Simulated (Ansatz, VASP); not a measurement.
## One calculation of MnC6, two programs

```
Mn C
1.0
     4.35098    0.00000    0.00000
    -2.17549    3.76806    0.00000
     0.00000    0.00000    3.65487
Mn C
1 6
Direct
  0.00000 0.00000 0.00000
  0.33416 0.00000 0.50000
  0.66584 0.00000 0.50000
  0.00000 0.33416 0.50000
  0.00000 0.66584 0.50000
  0.66584 0.66584 0.50000
  0.33416 0.33416 0.50000
```

Change from the starting cell: species swapped into the SmC6 type (P6/mmm, No. 191).

Alike in both runs: functional PBE; k mesh 4 × 4 × 4; occupations gaussian, width 0.2 eV; collinear spin.

Ansatz relaxed the structure, and its values are those at the end. VASP's run is a single point on that final structure, the one shown.

```csv
,VASP,Ansatz
version,VASP 6.6.1,Ansatz 0.2.0
potentials or method,"VASP PAW PBE potentials, release 64 (Mn_pv, C), cutoff 520 eV","scalar-relativistic, plane waves, PAW"
valence electrons in the cell,37,39
```

Ansatz gave:

* gap on the k mesh at the Fermi level (eV): none
* pressure (GPa): -0.3
* rms of the force components (eV/Å): 0.021
* net moment per atom (μB): 0.43
* size of the moment on the site where the two differ most (μB): 3.00

Q: Estimate VASP's values.

A: gap on the k mesh at the Fermi level (eV): none; pressure (GPa): 0.2; rms of the force components (eV/Å): 0.031; net moment per atom (μB): 0.43; size of the moment on the site where the two differ most (μB): 3.14.

Site moments also hang on the region over which each program counts them. A gap of «none» marks a metal or a gap that the smearing closes. VASP's potentials hold 37 valence electrons a cell and Ansatz's 39, so a difference there can come from the potentials and not from the codes.

The k mesh is coarse, so the values compare programs but aren't converged.
